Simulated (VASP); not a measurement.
Ir, 2 atoms in the cell. Symmetry: P6_3/mmc, No. 194, hexagonal system. Conventional cell: a = 2.749 Å, b = 2.749 Å, c = 4.458 Å, α = 90.00°, β = 90.00°, γ = 120.00°. Within 3.6 Å of Ir (site symmetry -6m2) lie 12 Ir at 2.74 to 2.75 Å. 

* Program: VASP 6.6.1
* Task: single point
* Functional: PBE
* Potentials or basis: VASP PAW PBE potentials, release 64 (Ir)
* Cutoff: 520 eV
* k mesh: 15 × 15 × 8
* Occupations: fermi-dirac, width 0.1 eV
* Spin: no spin polarisation
* Dipole correction: no
* Further INCAR settings: ALGO = Normal; EDIFF = 1e-07; NBANDS = 16

Potentials or basis: VASP PAW PBE potentials, release 64 (Ir).

Launch:

```console
$ cat potpaw_PBE.64/Ir/POTCAR > POTCAR
$ mpirun -np 1 vasp_std > vasp.out
```

Hardware: 1 thread of Intel Xeon 6975P-C (shared host).

Problem. Estimate the wall time of this run.

Solution. Wall time 61 s on 1 thread of Intel Xeon 6975P-C, on a shared host, peak memory 0.18 GiB. Counts: scf iterations 13, k points 135.
